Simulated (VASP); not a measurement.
A run of VASP 6.6.1:

The input INCAR:

```
ALGO     = Normal         # electronic algorithm
EDIFF    = 1E-7           # SCF threshold, eV
EDIFFG   = -0.01          # ionic threshold
ENCUT    = 600            # plane-wave cutoff, eV
GGA      = CA             # functional
GGA_COMPAT= False        
IBRION   = 2              # ionic algorithm
ISIF     = 3              # what is computed and relaxed
ISMEAR   = 0              # smearing method
LASPH    = True           # aspherical terms in the spheres
LCHARG   = False          # write CHGCAR
LREAL    = False          # projectors in reciprocal space
LWAVE    = False          # write WAVECAR
NELM     = 120            # most SCF steps
NELMIN   = 4            
NSW      = 60             # ionic steps
PREC     = Accurate       # precision mode
SIGMA    = 0.05           # smearing width, eV
```

File KPOINTS:

```
k-points
0
Gamma
  21 21 21
```

The input POSCAR:

```
Os
1.0
    0.0000000000      1.9100000000      1.9100000000
    1.9100000000      0.0000000000      1.9100000000
    1.9100000000      1.9100000000      0.0000000000
Os
1
Direct
    0.0000000000      0.0000000000      0.0000000000
```

Potentials or basis: VASP PAW LDA potentials, release 64 (Os).

Run with:

```bash
$ cat potpaw_LDA.64/Os/POTCAR > POTCAR
$ mpirun -np 1 vasp_std > vasp.out
```

Hardware: 1 thread of AMD EPYC 9R45 96-Core Processor (Zen 5), on a shared host.

**Question.** How long does it take, and how much memory?

**Answer.** Run time: 53 s on 1 thread of AMD EPYC 9R45 96-Core Processor (Zen 5), on a shared host, peak memory 0.15 GiB. Counts: scf iterations 30, k points 286, ion steps 4.
